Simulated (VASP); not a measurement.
# InB3 (Pm-3m) in VASP: further runs

The runs below take InB3 through single point, relaxation of cell and atoms, with PBE.

Program: VASP 6.6.1. These are calculated values, not measurements. Logs are shortened: lines on timing, memory, paths and dates and some standing lists are left out, and cuts for length are marked.

### Step 1. The cell of the first run

Symmetry: Pm-3m, No. 221, cubic system. The conventional cell has a = 3.578 Å, b = 3.578 Å, c = 3.578 Å, α = 90.00°, β = 90.00°, γ = 90.00°. Within 3.3 Å of In (site symmetry m-3m) lie 12 B at 2.53 Å. Within 3.3 Å of B (site symmetry 4/mmm) lie 4 In at 2.53 Å and 8 B at 2.53 Å.

The cell was generated, and may not be a known phase.

### Step 2. Single point, PBE

File INCAR:

```
PREC = Accurate
ENCUT = 500
EDIFF = 1E-6
ISMEAR = 0
SIGMA = 0.1
LREAL = False
LASPH = True
NELM = 120
ALGO = Normal
ISIF = 2
LWAVE = False
LCHARG = False
GGA = PE
NBANDS = 19
GGA_COMPAT = False
```

File KPOINTS:

```
regular mesh
0
Gamma
  6 6 6
```

File POSCAR:

```
InB3
1.0
    3.5780218145      0.0000000000      0.0000000000
    0.0000000000      3.5780218145      0.0000000000
    0.0000000000      0.0000000000      3.5780218145
In B
1 3
Direct
    0.0000000000      0.0000000000      0.0000000000
    0.0000000000      0.5000000000      0.5000000000
    0.5000000000      0.0000000000      0.5000000000
    0.5000000000      0.5000000000      0.0000000000
```

Potentials or basis: VASP PAW PBE potentials, release 64 (In_d, B).

The run is started by

```bash
$ cat potpaw_PBE.64/In_d/POTCAR potpaw_PBE.64/B/POTCAR > POTCAR
$ mpirun -np 1 vasp_std > vasp.out
```

OUTCAR:

```text
PREC = Accurate
   ENCUT = 500
   EDIFF = 1E-6
   ISMEAR = 0
   LREAL = False
   LASPH = True
   NELM = 120
   ISIF = 2
   GGA = PE

 ion  position               nearest neighbor table
   1  0.000  0.000  0.000-   2 2.53   3 2.53   4 2.53   2 2.53   3 2.53   2 2.53   4 2.53   2 2.53
                             3 2.53   4 2.53   3 2.53   4 2.53
   2  0.000  0.500  0.500-   1 2.53   1 2.53   1 2.53   1 2.53
   3  0.500  0.000  0.500-   1 2.53   1 2.53   1 2.53   1 2.53
   4  0.500  0.500  0.000-   1 2.53   1 2.53   1 2.53   1 2.53

  LATTYP: Found a simple cubic cell.
 ALAT       =     3.5780218145

  Lattice vectors:

 A1 = (   3.5780218145,   0.0000000000,   0.0000000000)
 A2 = (   0.0000000000,   3.5780218145,   0.0000000000)
 A3 = (   0.0000000000,   0.0000000000,   3.5780218145)

Analysis of symmetry for initial positions (statically):
=====================================================================
 Subroutine PRICEL returns:
 Original cell was already a primitive cell.

 Routine SETGRP: Setting up the symmetry group for a
 simple cubic supercell.

 Subroutine GETGRP returns: Found 48 space group operations
 (whereof 48 operations were pure point group operations)
 out of a pool of 48 trial point group operations.

The static configuration has the point symmetry O_h .

Analysis of symmetry for dynamics (positions and initial velocities):
=====================================================================
 Subroutine PRICEL returns:
 Original cell was already a primitive cell.

 Routine SETGRP: Setting up the symmetry group for a
 simple cubic supercell.

 Subroutine GETGRP returns: Found 48 space group operations
 (whereof 48 operations were pure point group operations)
 out of a pool of 48 trial point group operations.

The dynamic configuration has the point symmetry O_h .

 Subroutine INISYM returns: Found 48 space group operations
 (whereof 48 operations are pure point group operations),
 and found     1 'primitive' translations

----------------------------------------------------------------------------------------

                                     Primitive cell

  volume of cell :      45.8067

  direct lattice vectors                    reciprocal lattice vectors
     3.578021815  0.000000000  0.000000000     0.279484042  0.000000000  0.000000000
     0.000000000  3.578021815  0.000000000     0.000000000  0.279484042  0.000000000
     0.000000000  0.000000000  3.578021815     0.000000000  0.000000000  0.279484042

  length of vectors
     3.578021815  3.578021815  3.578021815     0.279484042  0.279484042  0.279484042

  position of ions in fractional coordinates (direct lattice)
     0.000000000  0.000000000  0.000000000
     0.000000000  0.500000000  0.500000000
     0.500000000  0.000000000  0.500000000
     0.500000000  0.500000000  0.000000000

  ion indices of the primitive-cell ions
   primitive index   ion index
                 1           1
                 2           2
                 3           3
                 4           4

----------------------------------------------------------------------------------------

 KPOINTS: regular mesh

Automatic generation of k-mesh.
 Grid dimensions read from file:
 generate k-points for:    6    6    6

 Generating k-lattice:

  Cartesian coordinates                     Fractional coordinates (reciprocal lattice)
     0.046580674  0.000000000  0.000000000     0.166666667  0.000000000  0.000000000
     0.000000000  0.046580674  0.000000000     0.000000000  0.166666667  0.000000000
     0.000000000  0.000000000  0.046580674     0.000000000  0.000000000  0.166666667

  Length of vectors
     0.046580674  0.046580674  0.046580674

  Shift w.r.t. Gamma in fractional coordinates (k-lattice)
     0.000000000  0.000000000  0.000000000

 Subroutine IBZKPT returns following result:
 ===========================================

 Found     20 irreducible k-points:

 Following reciprocal coordinates:
            Coordinates               Weight
  0.000000  0.000000  0.000000      1.000000
  0.166667  0.000000  0.000000      6.000000
  0.333333  0.000000  0.000000      6.000000
  0.500000  0.000000  0.000000      3.000000
  0.166667  0.166667  0.000000     12.000000
  0.333333  0.166667  0.000000     24.000000
[... 12 lines left out ...]
  0.500000  0.500000  0.333333      6.000000
  0.500000  0.500000  0.500000      1.000000
   k-points           NKPTS =     20   k-points in BZ     NKDIM =     20   number of bands    NBANDS=     19
   number of dos      NEDOS =    301   number of ions     NIONS =      4
   total plane-waves  NPLWV =  21952
   dimension x,y,z NGX =    28 NGY =   28 NGZ =   28
   dimension x,y,z NGXF=    56 NGYF=   56 NGZF=   56
   ions per type =               1   3
   NGX,Y,Z   is equivalent  to a cutoff of  13.01, 13.01, 13.01 a.u.
   NGXF,Y,Z  is equivalent  to a cutoff of  26.02, 26.02, 26.02 a.u.
 SYSTEM =  unknown system
   PREC   = accura    normal or accurate (medium, high low for compatibility)
   ISTART =      0    job   : 0-new  1-cont  2-samecut
   ICHARG =      2    charge: 1-file 2-atom 10-const
   ISPIN  =      1    spin polarized calculation?
   LNONCOLLINEAR =      F non collinear calculations
   LSORBIT =      F    spin-orbit coupling
   LASPH  =      T    aspherical Exc in radial PAW
   ENCUT  =  500.0 eV  36.75 Ry    6.06 a.u.   6.52  6.52  6.52*2*pi/ulx,y,z
   NELM   =    120;   NELMIN=  2; NELMDL= -5     # of ELM steps
   EDIFF  = 0.1E-05   stopping-criterion for ELM
   LREAL  =      F    real-space projection
   EDIFFG = 0.1E-04   stopping-criterion for IOM
   NSW    =      0    number of steps for IOM
   IBRION =     -1    ionic relax: 0-MD 1-quasi-New 2-CG
   NFREE  =      0    steps in history (QN), initial steepest desc. (CG)
   ISIF   =      2    stress and relaxation
   ISYM   =      2    0-nonsym 1-usesym 2-fastsym
   POTIM  = 0.5000    time-step for ionic-motion
   TEBEG  =    0.0;   TEEND  =   0.0 temperature during run
   PSTRESS=    0.0 pullay stress
   NELECT =      22.0000    total number of electrons
   NUPDOWN=      -1.0000    fix difference up-down
   EMIN   =  10.00;   EMAX   =-10.00  energy-range for DOS
   EFERMI =   0.00;   METHOD = LEGACY
   ISMEAR =     0;   SIGMA  =   0.10  broadening in eV -4-tet -1-fermi 0-gaus
   EFERMI_NEDOS =   21; number of points for ismear=-14 and -15
   IALGO  =     38    algorithm
   IMIX   =      4    mixing-type and parameters
     AMIX     =   0.40;   BMIX     =  1.00
     AMIX_MAG =   1.60;   BMIX_MAG =  1.00
  volume/ion in A,a.u.               =      11.45        77.28
  Fermi-wavevector in a.u.,A,eV,Ry     =   1.282053  2.422729 22.363360  1.643661
  Thomas-Fermi vector in A             =   2.414387
   LORBIT       =      0    0 simple, 1 ext, 2 COOP (PROOUT), +10 PAW based schemes
   GGA     = PE    functional components
   LHFCALC =     F    Hartree Fock is set to
   AEXX    =    0.0000 exact exchange contribution
   IVDW    =     0    specifies the selected vdW correction
   LEPSILON=     F    determine dielectric tensor
   LRPA    =     F    only Hartree local field effects (RPA)
 non-spin polarized calculation
 Gauss-broadening in eV      SIGMA  =   0.10
  energy-cutoff  :      500.00
  volume of cell :       45.81
 maximum number of plane-waves:      1189
 NGX is ok and might be reduce to    28
   NGX = 13   NGY = 13   NGZ = 13

 number of electron      21.9999988 magnetization

 Free energy of the ion-electron system (eV)
  ---------------------------------------------------
  ext. energy  EPLUGINS =         0.00000000
  ---------------------------------------------------
  free energy    TOTEN  =       -14.52650855 eV

  energy without entropy =      -14.52045033  energy(sigma->0) =      -14.52347944

 E-fermi :   8.0679     XC(G=0): -11.5656

 val. band max:        7.8955126128   @ k =   0.5000   0.3333   0.0000
 cond. band min:       8.0726039791   @ k =   0.5000   0.3333   0.3333
 fundamental gap:      0.1770913662
 Fermi energy:         8.0679309268

 k-point     1 :       0.0000    0.0000    0.0000
  band No.  band energies     occupation
      1      -6.9189      2.00000
      2      -6.9189      2.00000
      3      -6.6279      2.00000
      4      -6.6279      2.00000
      5      -6.6279      2.00000
      6      -5.3737      2.00000
[... 11 lines left out ...]
     18      13.6626      0.00000
     19      19.8230      0.00000

 k-point     2 :       0.1667    0.0000    0.0000
  band No.  band energies     occupation
      1      -6.9130      2.00000
      2      -6.8709      2.00000
      3      -6.6648      2.00000
      4      -6.6648      2.00000
      5      -6.6258      2.00000
      6      -5.0675      2.00000
[... 11 lines left out ...]
     18      13.2225      0.00000
     19      19.5340      0.00000

 k-point     3 :       0.3333    0.0000    0.0000
  band No.  band energies     occupation
      1      -6.9011      2.00000
      2      -6.7853      2.00000
      3      -6.7368      2.00000
      4      -6.7368      2.00000
      5      -6.6214      2.00000
      6      -4.1301      2.00000
[... 11 lines left out ...]
     18      13.4732      0.00000
     19      18.5897      0.00000

 k-point     4 :       0.5000    0.0000    0.0000
  band No.  band energies     occupation
      1      -6.8952      2.00000
      2      -6.7719      2.00000
      3      -6.7719      2.00000
      4      -6.7463      2.00000
      5      -6.6193      2.00000
      6      -2.5921      2.00000
[... 319 lines left out ...]
     18      14.5875      0.00000
     19      20.1026      0.00000

 k-point    19 :       0.5000    0.5000    0.3333
  band No.  band energies     occupation
      1      -6.9579      2.00000
      2      -6.8948      2.00000
      3      -6.8948      2.00000
      4      -6.5845      2.00000
      5      -6.5113      2.00000
      6       1.1195      2.00000
[... 11 lines left out ...]
     18      15.1934      0.00000
     19      21.2615      0.00000

 k-point    20 :       0.5000    0.5000    0.5000
  band No.  band energies     occupation
      1      -6.9400      2.00000
      2      -6.9400      2.00000
      3      -6.9400      2.00000
      4      -6.5078      2.00000
      5      -6.5078      2.00000
      6       2.2540      2.00000
[... 11 lines left out ...]
     18      15.2669      0.00000
     19      22.5792      0.00000

------------------------ aborting loop because EDIFF is reached ----------------------------------------

  FORCE on cell =-STRESS in cart. coord.  units (eV):
  Direction    XX          YY          ZZ          XY          YZ          ZX
  --------------------------------------------------------------------------------------
  -------------------------------------------------------------------------------------
  Total       -0.0316131     -0.0316131     -0.0316131     -0.0000000     -0.0000000     -0.0000000
  in kB       -1.1057291     -1.1057291     -1.1057291     -0.0000000     -0.0000000     -0.0000000
  external PRESSURE =      -1.1057291 kB  Pullay stress =       0.0000000 kB

 VOLUME and BASIS-vectors are now :
 -----------------------------------------------------------------------------
  energy-cutoff  :      500.00
  volume of cell :       45.81
      direct lattice vectors                 reciprocal lattice vectors
     3.578021815  0.000000000  0.000000000     0.279484042  0.000000000  0.000000000
     0.000000000  3.578021815  0.000000000     0.000000000  0.279484042  0.000000000
     0.000000000  0.000000000  3.578021815     0.000000000  0.000000000  0.279484042

 POSITION                                       TOTAL-FORCE (eV/Angst)
 -----------------------------------------------------------------------------------
      0.00000      0.00000      0.00000         0.000000      0.000000      0.000000
      0.00000      1.78901      1.78901         0.000000      0.000000      0.000000
      1.78901      0.00000      1.78901         0.000000      0.000000      0.000000
      1.78901      1.78901      0.00000         0.000000      0.000000      0.000000
 -----------------------------------------------------------------------------------
    total drift:                               -0.000000     -0.000000     -0.000000

  FREE ENERGIE OF THE ION-ELECTRON SYSTEM (eV)
  ---------------------------------------------------
  free  energy   TOTEN  =       -14.5265085549 eV

  energy  without entropy=      -14.5204503255  energy(sigma->0) =      -14.52347944
```

It took 17 s on 1 thread of Intel Xeon 8259CL, shared host; peak memory 0.16 GiB.

What came out:

```yaml
Free_energy: -14.5265 eV
Pressure: -0.1 GPa
Band_gap_on_the_k_mesh: zero (bands 11 and 12 overlap by 6.10 eV)
```

Levels at points of the mesh, in eV from the Fermi level:
```tsv
k point	band 8	band 9	band 10	band 11	band 12	band 13	band 14	band 15
(0.00, 0.00, 0.00)	-4.01	-4.01	-1.94	-1.94	0.94	2.66	2.66	2.66
(0.50, 0.00, 0.00)	-1.38	-1.18	-1.18	-0.92	-0.92	0.92	1.47	1.62
(0.50, 0.50, 0.00)	-7.55	-7.32	0.98	1.18	1.18	1.71	1.78	1.78
(0.50, 0.50, 0.50)	-5.81	-5.45	-4.93	-4.93	-4.93	-3.00	6.41	6.41
```

Caveat: spin-orbit coupling is left out, which moves the levels of the heavy elements.

### Step 3. Relaxation of cell and atoms, PBE

This run uses another cell than the first one, of 12.87 Å³/atom.

File INCAR:

```
ALGO = Normal
EDIFF = 1E-7
EDIFFG = -0.04
ENCUT = 500
GGA = PE
GGA_COMPAT = False
IBRION = 2
ISIF = 3
ISMEAR = 0
LASPH = True
LCHARG = False
LREAL = False
LWAVE = False
NELM = 120
NELMIN = 4
NSW = 90
PREC = Accurate
SIGMA = 0.1
```

File KPOINTS:

```
k-points
0
Gamma
  6 6 6
```

File POSCAR:

```
InB3
1.0
    3.7204069000      0.0000000000      0.0000000000
    0.0000000000      3.7204069000      0.0000000000
    0.0000000000      0.0000000000      3.7204069000
In B
1 3
Direct
    0.0000000000      0.0000000000      0.0000000000
    0.0000000000      0.5000000000      0.5000000000
    0.5000000000      0.0000000000      0.5000000000
    0.5000000000      0.5000000000      0.0000000000
```

Potentials or basis: VASP PAW PBE potentials, release 64 (In_d, B).

The run is started by

```bash
$ cat potpaw_PBE.64/In_d/POTCAR potpaw_PBE.64/B/POTCAR > POTCAR
$ mpirun -np 1 vasp_std > vasp.out
```

It took 38 s on 1 thread of Intel Xeon 8259CL, shared host; peak memory 0.17 GiB.

The run converged. Its results:

| Quantity | Value |
| --- | --- |
| Free energy | -14.5290 eV |
| Relaxed volume | 11.44 Å³/atom |
| Relaxed cell | a = 3.577 Å, b = 3.577 Å, c = 3.577 Å, α = 90.00°, β = 90.00°, γ = 90.00° |
| Space group after relaxing (to 0.1 Å) | Pm-3m (No. 221) |
| Energy gained by relaxing | 53.0 meV/atom |
| Ionic steps | 3 |
| Pressure after relaxing | 0.0 GPa |
| Band gap on the k mesh | zero (bands 11 and 12 overlap by 6.10 eV) |

Step by step:
| step | energy change (eV) | largest force (eV/Å) | pressure (GPa) | volume (Å³) |
| --- | --- | --- | --- | --- |
| 1 | 0.0000 | 0.0000 | -10.41 | 51.50 |
| 2 | -0.2115 | 0.0000 | 0.69 | 45.51 |
| 3 | -0.2121 | 0.0000 | 0.00 | 45.76 |

Final structure:
```
CELL_PARAMETERS angstrom
3.57674 0.00000 0.00000
0.00000 3.57674 0.00000
0.00000 0.00000 3.57674
ATOMIC_POSITIONS crystal
In 0.00000 0.00000 0.00000
B 0.00000 0.50000 0.50000
B 0.50000 0.00000 0.50000
B 0.50000 0.50000 0.00000
```

Levels at points of the mesh, in eV from the Fermi level:
```tsv
k point	band 8	band 9	band 10	band 11	band 12	band 13	band 14	band 15
(0.00, 0.00, 0.00)	-4.01	-4.01	-1.94	-1.94	0.95	2.66	2.66	2.66
(0.50, 0.00, 0.00)	-1.38	-1.18	-1.18	-0.92	-0.92	0.92	1.48	1.62
(0.50, 0.50, 0.00)	-7.55	-7.33	0.98	1.18	1.18	1.71	1.78	1.78
(0.50, 0.50, 0.50)	-5.82	-5.46	-4.93	-4.93	-4.93	-3.01	6.41	6.41
```

Caveat: spin-orbit coupling is left out, which moves the levels of the heavy elements.

### Step 4. Single point, PBE

This run uses another cell than the first one, of 11.51 Å³/atom.

File INCAR:

```
PREC = Accurate ; ENCUT = 500
EDIFF = 1E-6 ; ISMEAR = 0
SIGMA = 0.1 ; LREAL = False
LASPH = True ; NELM = 120
ALGO = Normal ; ISIF = 2
LWAVE = False ; LCHARG = False
GGA = PE ; NBANDS = 19
GGA_COMPAT = False
```

File KPOINTS:

```
Automatic mesh
0
Gamma
  14 14 14
```

File POSCAR:

```
InB3
1.0
    3.5840087699      0.0000000000      0.0000000000
    0.0000000000      3.5840087699      0.0000000000
    0.0000000000      0.0000000000      3.5840087699
In B
1 3
Direct
    0.0000000000      0.0000000000      0.0000000000
    0.0000000000      0.5000000000      0.5000000000
    0.5000000000      0.0000000000      0.5000000000
    0.5000000000      0.5000000000      0.0000000000
```

The run is started by

```bash
$ cat potpaw_PBE.64/In_d/POTCAR potpaw_PBE.64/B/POTCAR > POTCAR
$ mpirun -np 1 vasp_std > vasp.out
```

It took 70 s on 1 thread of Intel Xeon 8259CL, shared host; peak memory 0.22 GiB.

The run converged. Its results:

```
Free energy            : -14.4737 eV
Pressure               : 0.0 GPa
Band gap on the k mesh : zero (bands 11 and 12 overlap by 6.10 eV)
```

Levels at points of the mesh, in eV from the Fermi level:
```
           k point  band 7  band 8  band 9  band 10  band 11  band 12  band 13  band 14  band 15  band 16
(0.00, 0.00, 0.00)   -3.94   -3.94   -3.94    -1.91    -1.91     0.97     2.70     2.70     2.70     5.62
(0.50, 0.00, 0.00)  -10.54   -1.35   -1.13    -1.13    -0.86    -0.86     0.97     1.49     1.67     5.54
(0.50, 0.50, 0.00)   -8.18   -7.47   -7.26     1.03     1.22     1.22     1.73     1.81     1.81     5.23
(0.50, 0.50, 0.50)   -5.74   -5.74   -5.38    -4.88    -4.88    -4.88    -2.96     6.43     6.43     6.43
```

Caveat: spin-orbit coupling is left out, which moves the levels of the heavy elements.

### Step 5. Overview

| task | cell | k mesh | gap on the mesh (eV) | pressure (GPa) |
| --- | --- | --- | --- | --- |
| single point | a = 3.578 Å, 4 atoms | 6 × 6 × 6 | none | -0.1 |
| relaxation of cell and atoms | relaxed from a = 3.720 Å, 4 atoms | 6 × 6 × 6 | none | 0.0 |
| single point | a = 3.584 Å, 4 atoms | 14 × 14 × 14 | none | 0.0 |

Alike in all rows: level PBE; potentials or basis VASP PAW PBE potentials, release 64 (In_d, B); no spin polarisation; cutoff (eV) 500; smearing gaussian 0.1 eV.

Caveats: spin-orbit coupling is left out, which moves the levels of the heavy elements.

Absolute energies hang on the potentials; compare differences alone.

The gap in the log of VASP goes by the Fermi energy; the results here count the filled bands.